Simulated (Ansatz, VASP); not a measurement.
Re: VASP beside Ansatz

```
Re
1.0
    -1.55671    1.55671    1.55671
     1.55671   -1.55671    1.55671
     1.55671    1.55671   -1.55671
Re
1
Direct
  0.00000 0.00000 0.00000
```

Alike in both runs: functional PBE; k mesh 18 × 18 × 18; occupations gaussian, width 0.1 eV; no spin polarisation.

Ansatz relaxed the structure, and its values are those at the end. VASP's run is a single point on that final structure, the one shown.

|  | VASP | Ansatz |
| --- | --- | --- |
| version | VASP 6.6.1 | Ansatz 0.2.0 |
| potentials or method | VASP PAW PBE potentials, release 64 (Re), cutoff 520 eV | scalar-relativistic, plane waves, PAW |
| valence electrons in the cell | 7 | 15 |

```csv
,VASP,Ansatz,Ansatz less VASP
gap on the k mesh at the Fermi level (eV),none,none,-
pressure (GPa),-0.5,0.0,+0.51
```

A gap of «none» marks a metal or a gap that the smearing closes. VASP's potentials hold 7 valence electrons a cell and Ansatz's 15, so a difference there can come from the potentials and not from the codes.

Neither program's run includes spin-orbit coupling.
